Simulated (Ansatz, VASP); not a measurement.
CdS: VASP beside Ansatz

```
Cd S
1.0
     4.15000    0.00000    0.00000
    -2.07500    3.59401    0.00000
     0.00000    0.00000    6.73700
Cd S
2 2
Direct
  0.33333 0.66667 0.99897
  0.66667 0.33333 0.49897
  0.33333 0.66667 0.37603
  0.66667 0.33333 0.87603
```

Alike in both runs: task electric field gradients; functional r2SCAN; k mesh 12 × 12 × 7; occupations fermi-dirac, width 0.02 eV; no spin polarisation.

|  | VASP | Ansatz |
| --- | --- | --- |
| version | VASP 6.6.1 | Ansatz 0.2.0 |
| potentials or method | VASP PAW PBE potentials, release 64 (Cd, S) | plane-wave PAW, scalar-relativistic |
| plane-wave cutoff (eV) | 520 | 500 |
| valence electrons in the cell | 36 | 52 |

|  | VASP | Ansatz | Ansatz less VASP |
| --- | --- | --- | --- |
| gap on the k mesh at the Fermi level (eV) | 1.66 | 1.66 | +0.005 |
| pressure (GPa) | 1.0 | 0.7 | -0.33 |
| traceless stress, the component that is largest in VASP (GPa) | 0.05 | 0.05 | -0.006 |
| size of Vzz on the site where it differs most (V/Å²) | 3.5 | 3.4 | -0.08 |

VASP's potentials were made for PBE, not for r2SCAN. VASP's potentials hold 36 valence electrons a cell and Ansatz's 52, so a difference there can come from the potentials and not from the codes.
